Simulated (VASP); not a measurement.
# HgSe4 (P-43m) in VASP: further runs

Runs on HgSe4. Level: PBE. Tasks: single point, relaxation of cell and atoms.

Everything below comes from runs of VASP 6.6.1. Logs are shortened: lines on timing, memory, paths and dates and some standing lists are left out, and cuts for length are marked.

### 1 The cell of the first run

The structure is cubic, space group P-43m (No. 215). The conventional cell has a = 5.103 Å, b = 5.103 Å, c = 5.103 Å, α = 90.00°, β = 90.00°, γ = 90.00°. Within 3.6 Å of Hg (site symmetry -43m) lie 4 Se at 2.74 Å. Within 3.6 Å of Se (site symmetry 3m) lie 3 Se at 2.74 Å and 1 Hg at 2.74 Å.

### 2 Single point, PBE

Input file INCAR:

```
SYSTEM = HgSe4
PREC = Accurate
ENCUT = 520
EDIFF = 1E-6
ISMEAR = 0
SIGMA = 0.1
LREAL = .FALSE.
LASPH = .TRUE.
NELM = 100
ALGO = Normal
ISIF = 2
LWAVE = .FALSE.
LCHARG = .FALSE.
GGA = PE
NBANDS = 26
```

Input file KPOINTS:

```
Automatic mesh
0
G
  8 8 8
  0 0 0
```

Input file POSCAR:

```
HgSe4
1.0
    5.1025865353      0.0000000000      0.0000000000
    0.0000000000      5.1025865353      0.0000000000
    0.0000000000      0.0000000000      5.1025865353
Hg Se
1 4
Direct
    0.0000000000      0.0000000000      0.0000000000
    0.3102133564      0.3102133564      0.3102133564
    0.6897866436      0.6897866436      0.3102133564
    0.3102133564      0.6897866436      0.6897866436
    0.6897866436      0.3102133564      0.6897866436
```

Potentials or basis: VASP PAW PBE potentials, release 64 (Hg, Se).

Launch:

```bash
> cat potpaw_PBE.64/Hg/POTCAR potpaw_PBE.64/Se/POTCAR > POTCAR
> mpirun -np 1 vasp_std > vasp.out
```

OUTCAR:

```text
SYSTEM = HgSe4
   PREC = Accurate
   ENCUT = 520
   EDIFF = 1E-6
   ISMEAR = 0
   LREAL = .FALSE.
   LASPH = .TRUE.
   NELM = 100
   ISIF = 2
   GGA = PE

 ion  position               nearest neighbor table
   1  0.000  0.000  0.000-   2 2.74   3 2.74   4 2.74   5 2.74
   2  0.310  0.310  0.310-   3 2.74   4 2.74   5 2.74   1 2.74
   3  0.690  0.690  0.310-   2 2.74   4 2.74   5 2.74   1 2.74
   4  0.310  0.690  0.690-   2 2.74   3 2.74   5 2.74   1 2.74
   5  0.690  0.310  0.690-   2 2.74   3 2.74   4 2.74   1 2.74

  LATTYP: Found a simple cubic cell.
 ALAT       =     5.1025865353

  Lattice vectors:

 A1 = (   5.1025865353,   0.0000000000,   0.0000000000)
 A2 = (   0.0000000000,   5.1025865353,   0.0000000000)
 A3 = (   0.0000000000,   0.0000000000,   5.1025865353)

Analysis of symmetry for initial positions (statically):
=====================================================================
 Subroutine PRICEL returns:
 Original cell was already a primitive cell.

 Routine SETGRP: Setting up the symmetry group for a
 simple cubic supercell.

 Subroutine GETGRP returns: Found 24 space group operations
 (whereof 24 operations were pure point group operations)
 out of a pool of 48 trial point group operations.

The static configuration has the point symmetry T_d .

Analysis of symmetry for dynamics (positions and initial velocities):
=====================================================================
 Subroutine PRICEL returns:
 Original cell was already a primitive cell.

 Routine SETGRP: Setting up the symmetry group for a
 simple cubic supercell.

 Subroutine GETGRP returns: Found 24 space group operations
 (whereof 24 operations were pure point group operations)
 out of a pool of 48 trial point group operations.

The dynamic configuration has the point symmetry T_d .

 Subroutine INISYM returns: Found 24 space group operations
 (whereof 24 operations are pure point group operations),
 and found     1 'primitive' translations

----------------------------------------------------------------------------------------

                                     Primitive cell

  volume of cell :     132.8529

  direct lattice vectors                    reciprocal lattice vectors
     5.102586535  0.000000000  0.000000000     0.195979038  0.000000000  0.000000000
     0.000000000  5.102586535  0.000000000     0.000000000  0.195979038  0.000000000
     0.000000000  0.000000000  5.102586535     0.000000000  0.000000000  0.195979038

  length of vectors
     5.102586535  5.102586535  5.102586535     0.195979038  0.195979038  0.195979038

  position of ions in fractional coordinates (direct lattice)
     0.000000000  0.000000000  0.000000000
     0.310213356  0.310213356  0.310213356
     0.689786644  0.689786644  0.310213356
     0.310213356  0.689786644  0.689786644
     0.689786644  0.310213356  0.689786644

  ion indices of the primitive-cell ions
   primitive index   ion index
                 1           1
                 2           2
                 3           3
                 4           4
                 5           5

----------------------------------------------------------------------------------------

 KPOINTS: Automatic mesh

Automatic generation of k-mesh.
 Grid dimensions read from file:
 generate k-points for:    8    8    8

 Generating k-lattice:

  Cartesian coordinates                     Fractional coordinates (reciprocal lattice)
     0.024497380  0.000000000  0.000000000     0.125000000  0.000000000  0.000000000
     0.000000000  0.024497380  0.000000000     0.000000000  0.125000000  0.000000000
     0.000000000  0.000000000  0.024497380     0.000000000  0.000000000  0.125000000

  Length of vectors
     0.024497380  0.024497380  0.024497380

  Shift w.r.t. Gamma in fractional coordinates (k-lattice)
     0.000000000  0.000000000  0.000000000

 Subroutine IBZKPT returns following result:
 ===========================================

 Found     35 irreducible k-points:

 Following reciprocal coordinates:
            Coordinates               Weight
  0.000000  0.000000  0.000000      1.000000
  0.125000  0.000000  0.000000      6.000000
  0.250000  0.000000  0.000000      6.000000
  0.375000  0.000000  0.000000      6.000000
  0.500000  0.000000  0.000000      3.000000
  0.125000  0.125000  0.000000     12.000000
[... 16 lines left out ...]
  0.375000  0.375000  0.125000     24.000000
  0.500000  0.375000  0.125000     24.000000
 [... further k-points ...]
   k-points           NKPTS =     35   k-points in BZ     NKDIM =     35   number of bands    NBANDS=     26
   number of dos      NEDOS =    301   number of ions     NIONS =      5
   total plane-waves  NPLWV =  64000
   dimension x,y,z NGX =    40 NGY =   40 NGZ =   40
   dimension x,y,z NGXF=    80 NGYF=   80 NGZF=   80
   ions per type =               1   4
   NGX,Y,Z   is equivalent  to a cutoff of  13.03, 13.03, 13.03 a.u.
   NGXF,Y,Z  is equivalent  to a cutoff of  26.06, 26.06, 26.06 a.u.
 SYSTEM =  HgSe4
   PREC   = accura    normal or accurate (medium, high low for compatibility)
   ISTART =      0    job   : 0-new  1-cont  2-samecut
   ICHARG =      2    charge: 1-file 2-atom 10-const
   ISPIN  =      1    spin polarized calculation?
   LNONCOLLINEAR =      F non collinear calculations
   LSORBIT =      F    spin-orbit coupling
   LASPH  =      T    aspherical Exc in radial PAW
   ENCUT  =  520.0 eV  38.22 Ry    6.18 a.u.   9.49  9.49  9.49*2*pi/ulx,y,z
   NELM   =    100;   NELMIN=  2; NELMDL= -5     # of ELM steps
   EDIFF  = 0.1E-05   stopping-criterion for ELM
   LREAL  =      F    real-space projection
   EDIFFG = 0.1E-04   stopping-criterion for IOM
   NSW    =      0    number of steps for IOM
   IBRION =     -1    ionic relax: 0-MD 1-quasi-New 2-CG
   NFREE  =      0    steps in history (QN), initial steepest desc. (CG)
   ISIF   =      2    stress and relaxation
   ISYM   =      2    0-nonsym 1-usesym 2-fastsym
   POTIM  = 0.5000    time-step for ionic-motion
   TEBEG  =    0.0;   TEEND  =   0.0 temperature during run
   PSTRESS=    0.0 pullay stress
   NELECT =      36.0000    total number of electrons
   NUPDOWN=      -1.0000    fix difference up-down
   EMIN   =  10.00;   EMAX   =-10.00  energy-range for DOS
   EFERMI =   0.00;   METHOD = LEGACY
   ISMEAR =     0;   SIGMA  =   0.10  broadening in eV -4-tet -1-fermi 0-gaus
   EFERMI_NEDOS =   21; number of points for ismear=-14 and -15
   IALGO  =     38    algorithm
   IMIX   =      4    mixing-type and parameters
     AMIX     =   0.40;   BMIX     =  1.00
     AMIX_MAG =   1.60;   BMIX_MAG =  1.00
  volume/ion in A,a.u.               =      26.57       179.31
  Fermi-wavevector in a.u.,A,eV,Ry     =   1.059380  2.001939 15.269641  1.122287
  Thomas-Fermi vector in A             =   2.194724
   LORBIT       =      0    0 simple, 1 ext, 2 COOP (PROOUT), +10 PAW based schemes
   GGA     = PE    functional components
   LHFCALC =     F    Hartree Fock is set to
   AEXX    =    0.0000 exact exchange contribution
   IVDW    =     0    specifies the selected vdW correction
   LEPSILON=     F    determine dielectric tensor
   LRPA    =     F    only Hartree local field effects (RPA)
 non-spin polarized calculation
 Gauss-broadening in eV      SIGMA  =   0.10
  energy-cutoff  :      520.00
  volume of cell :      132.85
 maximum number of plane-waves:      3695
 NGX is ok and might be reduce to    40
   NGX = 19   NGY = 19   NGZ = 19

 number of electron      36.0000003 magnetization

 Free energy of the ion-electron system (eV)
  ---------------------------------------------------
  ext. energy  EPLUGINS =         0.00000000
  ---------------------------------------------------
  free energy    TOTEN  =       -11.38367903 eV

  energy without entropy =      -11.36275248  energy(sigma->0) =      -11.37321575

 E-fermi :   2.6870     XC(G=0):  -9.3316

 val. band max:        2.6769686441   @ k =   0.0000   0.0000   0.0000
 cond. band min:       2.6883105469   @ k =   0.3750   0.0000   0.0000
 fundamental gap:      0.0113419029
 Fermi energy:         2.6870000811

 k-point     1 :       0.0000    0.0000    0.0000
  band No.  band energies     occupation
      1     -12.5329      2.00000
      2      -9.4925      2.00000
      3      -9.4925      2.00000
      4      -9.4925      2.00000
      5      -4.2505      2.00000
      6      -4.0750      2.00000
[... 18 lines left out ...]
     25       7.7882      0.00000
     26       8.2595      0.00000

 k-point     2 :       0.1250    0.0000    0.0000
  band No.  band energies     occupation
      1     -12.5000      2.00000
      2      -9.5792      2.00000
      3      -9.4894      2.00000
      4      -9.4894      2.00000
      5      -4.3744      2.00000
      6      -4.0667      2.00000
[... 18 lines left out ...]
     25       7.8422      0.00000
     26       8.6921      0.00000

 k-point     3 :       0.2500    0.0000    0.0000
  band No.  band energies     occupation
      1     -12.4145      2.00000
      2      -9.7882      2.00000
      3      -9.4818      2.00000
      4      -9.4818      2.00000
      5      -4.4714      2.00000
      6      -4.0465      2.00000
[... 18 lines left out ...]
     25       8.1156      0.00000
     26       9.1145      0.00000

 k-point     4 :       0.3750    0.0000    0.0000
  band No.  band energies     occupation
      1     -12.3177      2.00000
      2     -10.0003      2.00000
      3      -9.4742      2.00000
      4      -9.4742      2.00000
      5      -4.5140      2.00000
      6      -4.0261      2.00000
[... 18 lines left out ...]
     25       8.6510      0.00000
     26       9.2745      0.00000
[... 496 lines left out ...]
      1     -12.1549      2.00000
      2      -9.9881      2.00000
      3      -9.6786      2.00000
      4      -9.5616      2.00000
      5      -4.5178      2.00000
      6      -4.1243      2.00000
[... 18 lines left out ...]
     25       9.0555      0.00000
     26      10.0271      0.00000

 k-point    23 :       0.3750    0.3750    0.1250
  band No.  band energies     occupation
      1     -12.1165      2.00000
      2      -9.8735      2.00000
      3      -9.8298      2.00000
      4      -9.5830      2.00000
      5      -4.5100      2.00000
      6      -4.1376      2.00000
[... 18 lines left out ...]
     25       9.3203      0.00000
     26      10.0655      0.00000

 k-point    24 :       0.5000    0.3750    0.1250
  band No.  band energies     occupation
      1     -12.0820      2.00000
      2      -9.9185      2.00000
      3      -9.8217      2.00000
      4      -9.5982      2.00000
      5      -4.5100      2.00000
      6      -4.1418      2.00000
[... 18 lines left out ...]
     25       9.3735      0.00000
     26      10.1844      0.00000

 [... further k-points ...]
[... 5 lines left out ...]
  --------------------------------------------------------------------------------------
  -------------------------------------------------------------------------------------
  Total        0.0733572      0.0733572      0.0733572      0.0000000     -0.0000000      0.0000000
  in kB        0.8846722      0.8846722      0.8846722      0.0000000     -0.0000000      0.0000000
  external PRESSURE =       0.8846722 kB  Pullay stress =       0.0000000 kB

 VOLUME and BASIS-vectors are now :
 -----------------------------------------------------------------------------
  energy-cutoff  :      520.00
  volume of cell :      132.85
      direct lattice vectors                 reciprocal lattice vectors
     5.102586535  0.000000000  0.000000000     0.195979038  0.000000000  0.000000000
     0.000000000  5.102586535  0.000000000     0.000000000  0.195979038  0.000000000
     0.000000000  0.000000000  5.102586535     0.000000000  0.000000000  0.195979038

 POSITION                                       TOTAL-FORCE (eV/Angst)
 -----------------------------------------------------------------------------------
      0.00000      0.00000      0.00000         0.000000      0.000000      0.000000
      1.58289      1.58289      1.58289         0.014625      0.014625      0.014625
      3.51970      3.51970      1.58289        -0.014625     -0.014625      0.014625
      1.58289      3.51970      3.51970         0.014625     -0.014625     -0.014625
      3.51970      1.58289      3.51970        -0.014625      0.014625     -0.014625
 -----------------------------------------------------------------------------------
    total drift:                               -0.000000     -0.000000     -0.000000

  FREE ENERGIE OF THE ION-ELECTRON SYSTEM (eV)
  ---------------------------------------------------
  free  energy   TOTEN  =       -11.3836790306 eV

  energy  without entropy=      -11.3627524791  energy(sigma->0) =      -11.37321575
```

It took 74 s on 1 thread of Intel Xeon Platinum 8375C at 2.90GHz (Ice Lake), shared host; peak memory 0.3 GiB.

Results:

```yaml
Free_energy: -11.3837 eV
Pressure: 0.1 GPa
Largest_force: 0.025 eV/Å
Band_gap_on_the_k_mesh: zero (band 18 reaches 3.30 eV, above the bottom of band 19 at 2.34 eV)
```

Forces in eV/Å, atoms in the order of the input:
```
Hg   0.000  0.000  0.000
Se   0.015  0.015  0.015
Se  -0.015 -0.015  0.015
Se   0.015 -0.015 -0.015
Se  -0.015  0.015 -0.015
```

Levels at points of the mesh, in eV from the Fermi level:
| k point | band 15 | band 16 | band 17 | band 18 | band 19 | band 20 | band 21 | band 22 |
| --- | --- | --- | --- | --- | --- | --- | --- | --- |
| (0.00, 0.00, 0.00) | -2.73 | -0.36 | -0.36 | -0.36 | -0.01 | 0.72 | 0.72 | 0.72 |
| (0.50, 0.00, 0.00) | -2.65 | -2.18 | -1.01 | 0.20 | 0.20 | 0.63 | 0.63 | 3.14 |
| (0.50, 0.50, 0.00) | -1.68 | -1.54 | -1.54 | -1.28 | 0.50 | 0.50 | 1.15 | 3.31 |
| (0.50, 0.50, 0.50) | -1.04 | -0.05 | 0.62 | 0.62 | 0.62 | 0.76 | 0.76 | 0.76 |

Caveat: spin-orbit coupling is left out, which moves the levels of the heavy elements.

### 3 Relaxation of cell and atoms, PBE

This run uses another cell than the first one, of 26.46 Å³/atom, 0.996 times its volume.

Input file INCAR:

```
SYSTEM = HgSe4
ALGO = Normal ; EDIFF = 1E-6
EDIFFG = -0.01 ; ENCUT = 600
GGA = PE ; IBRION = 2
ISIF = 3 ; ISMEAR = 0
LASPH = .True. ; LCHARG = .False.
LREAL = .False. ; LWAVE = .False.
NELM = 100 ; NSW = 100
PREC = Accurate ; SIGMA = 0.1
```

Input file KPOINTS:

```
k-points
0
Gamma
  8 8 8
  0 0 0
```

Input file POSCAR:

```
HgSe4
1.0
    5.0955759221      0.0000000000      0.0000000000
    0.0000000000      5.0955759221      0.0000000000
    0.0000000000      0.0000000000      5.0955759221
Hg Se
1 4
Direct
    0.0000000000      0.0000000000      0.0000000000
    0.3100786048      0.3100786048      0.3100786048
    0.6899213952      0.6899213952      0.3100786048
    0.3100786048      0.6899213952      0.6899213952
    0.6899213952      0.3100786048      0.6899213952
```

Potentials or basis: VASP PAW PBE potentials, release 64 (Hg, Se).

Launch:

```bash
> cat potpaw_PBE.64/Hg/POTCAR potpaw_PBE.64/Se/POTCAR > POTCAR
> mpirun -np 1 vasp_std > vasp.out
```

OUTCAR:

```text
SYSTEM = HgSe4
   EDIFF = 1E-6
   EDIFFG = -0.01
   ENCUT = 600
   GGA = PE
   IBRION = 2
   ISIF = 3
   ISMEAR = 0
   LASPH = .True.
   LREAL = .False.
   NELM = 100
   NSW = 100
   PREC = Accurate

 ion  position               nearest neighbor table
   1  0.000  0.000  0.000-   2 2.74   3 2.74   4 2.74   5 2.74
   2  0.310  0.310  0.310-   1 2.74   3 2.74   4 2.74   5 2.74
   3  0.690  0.690  0.310-   1 2.74   2 2.74   4 2.74   5 2.74
   4  0.310  0.690  0.690-   1 2.74   2 2.74   3 2.74   5 2.74
   5  0.690  0.310  0.690-   1 2.74   2 2.74   3 2.74   4 2.74

  LATTYP: Found a simple cubic cell.
 ALAT       =     5.0955759221

  Lattice vectors:

 A1 = (   5.0955759221,   0.0000000000,   0.0000000000)
 A2 = (   0.0000000000,   5.0955759221,   0.0000000000)
 A3 = (   0.0000000000,   0.0000000000,   5.0955759221)

Analysis of symmetry for initial positions (statically):
[... 379 lines left out ...]
  ---------------------------------------------------
  ext. energy  EPLUGINS =         0.00000000
  ---------------------------------------------------
  free energy    TOTEN  =       -11.38406963 eV

  energy without entropy =      -11.36322230  energy(sigma->0) =      -11.37364596

 E-fermi :   2.6610     XC(G=0):  -9.3127

 val. band max:        2.6180296241   @ k =   0.0000   0.0000   0.0000
 cond. band min:       2.6639489999   @ k =   0.3750   0.0000   0.0000
 fundamental gap:      0.0459193757
 Fermi energy:         2.6609888406

 k-point     1 :       0.0000    0.0000    0.0000
  band No.  band energies     occupation
      1     -12.5636      2.00000
      2      -9.5199      2.00000
      3      -9.5199      2.00000
      4      -9.5199      2.00000
      5      -4.2642      2.00000
      6      -4.0839      2.00000
[... 589 lines left out ...]
     21       3.6427      0.00000
     22       5.6638      0.00000

 [... further k-points ...]
[... 5 lines left out ...]
  --------------------------------------------------------------------------------------
  -------------------------------------------------------------------------------------
  Total       -0.0027868     -0.0027868     -0.0027868      0.0000000     -0.0000000      0.0000000
  in kB       -0.0334795     -0.0334795     -0.0334795      0.0000000     -0.0000000      0.0000000
  external PRESSURE =      -0.0334795 kB  Pullay stress =       0.0000000 kB
[... 20 lines left out ...]
  FREE ENERGIE OF THE ION-ELECTRON SYSTEM (eV)
  ---------------------------------------------------
  free  energy   TOTEN  =       -11.3840696285 eV

  energy  without entropy=      -11.3632222960  energy(sigma->0) =      -11.37364596

 reached required accuracy - stopping structural energy minimisation
```

CONTCAR:

```text
HgSe4
   1.00000000000000
     5.1091448542838167    0.0000000000000000    0.0000000000000000
    -0.0000000000000000    5.1091448542838167    0.0000000000000000
     0.0000000000000000   -0.0000000000000000    5.1091448542838167
  Hg              Se
     1     4
Direct
     0.0000000000000000    0.0000000000000000    0.0000000000000000
     0.3105652687356623    0.3105652687356623    0.3105652687356623
     0.6894347312643376    0.6894347312643376    0.3105652687356623
     0.3105652687356623    0.6894347312643376    0.6894347312643376
     0.6894347312643376    0.3105652687356623    0.6894347312643376

  0.00000000E+00  0.00000000E+00  0.00000000E+00
  0.00000000E+00  0.00000000E+00  0.00000000E+00
  0.00000000E+00  0.00000000E+00  0.00000000E+00
  0.00000000E+00  0.00000000E+00  0.00000000E+00
  0.00000000E+00  0.00000000E+00  0.00000000E+00
```

Run time: 4.2 min. Hardware: 1 thread of Intel Xeon Platinum 8375C at 2.90GHz (Ice Lake), shared host; peak memory 0.33 GiB.

Results:

```
Free energy                            : -11.3841 eV
Relaxed volume                         : 26.67 Å³/atom
Relaxed cell                           : a = 5.109 Å, b = 5.109 Å, c = 5.109 Å, α = 90.00°, β = 90.00°, γ = 90.00°
Space group after relaxing (to 0.05 Å) : P-43m (No. 215)
Energy gained by relaxing              : 0.2 meV/atom
Ionic steps                            : 6
Pressure after relaxing                : 0.0 GPa
Largest force after relaxing           : 0.006 eV/Å
Band gap on the k mesh                 : zero (band 18 reaches 3.27 eV, above the bottom of band 19 at 2.32 eV)
```

Forces in eV/Å, atoms in the order of the input:
```
Hg   0.000  0.000  0.000
Se   0.004  0.004  0.004
Se  -0.004 -0.004  0.004
Se   0.004 -0.004 -0.004
Se  -0.004  0.004 -0.004
```

Step by step:
```tsv
step	energy change (eV)	largest force (eV/Å)	pressure (GPa)	volume (Å³)
1	0.0000	0.0191	0.26	132.31
2	-0.0008	0.0389	0.00	133.14
3	-0.0008	0.0409	-0.05	133.26
4	-0.0008	0.0397	-0.04	133.21
5	-0.0010	0.0176	-0.01	133.31
6	-0.0011	0.0063	0.00	133.37
```

Final structure:
```
Hg Se
1.0
     5.10914    0.00000    0.00000
     0.00000    5.10914    0.00000
     0.00000    0.00000    5.10914
Hg Se
1 4
Direct
  0.00000 0.00000 0.00000
  0.31057 0.31057 0.31057
  0.68943 0.68943 0.31057
  0.31057 0.68943 0.68943
  0.68943 0.31057 0.68943
```

Levels at points of the mesh, in eV from the Fermi level:
```tsv
k point	band 14	band 15	band 16	band 17	band 18	band 19	band 20	band 21	band 22
(0.00, 0.00, 0.00)	-2.74	-2.74	-0.35	-0.35	-0.35	-0.04	0.71	0.71	0.71
(0.50, 0.00, 0.00)	-3.31	-2.66	-2.19	-1.00	0.19	0.19	0.63	0.63	3.11
(0.50, 0.50, 0.00)	-2.89	-1.68	-1.53	-1.53	-1.30	0.50	0.50	1.15	3.27
(0.50, 0.50, 0.50)	-1.07	-1.07	-0.08	0.61	0.61	0.61	0.76	0.76	0.76
```

Caveat: spin-orbit coupling is left out, which moves the levels of the heavy elements.
